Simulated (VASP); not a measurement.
Input of a VASP 6.6.1 run:

The input INCAR:

```
ALGO = Fast
EDIFF = 1E-6
ENCUT = 520
GGA = PE
ISIF = 2
ISMEAR = 0
LASPH = T
LCHARG = T
LELF = T
LREAL = F
LVHAR = T
LWAVE = F
NBANDS = 12
NELM = 80
PREC = Accurate
SIGMA = 0.15
```

File KPOINTS:

```
k-points
0
Gamma
  20 20 20
```

Contents of POSCAR:

```
In
1.0
   -1.5773655000      1.5773655000      2.5110592500
    1.5773655000     -1.5773655000      2.5110592500
    1.5773655000      1.5773655000     -2.5110592500
In
1
Direct
    0.0000000000      0.0000000000      0.0000000000
```

Potentials or basis: VASP PAW PBE potentials, release 64 (In_d).

Run with:

```bash
$ cat potpaw_PBE.64/In_d/POTCAR > POTCAR
$ mpirun -np 1 vasp_std > vasp.out
```

**Question.** What does it give for the pressure?

**Answer.** 4.3 GPa.

Stress tensor (GPa, compression positive):
```
4.35 0.00 0.00
0.00 4.35 0.00
0.00 0.00 4.17
```

Caveat: the cell differs from its parent crystal (strain -0.030 along x and y, +0.015 along z).
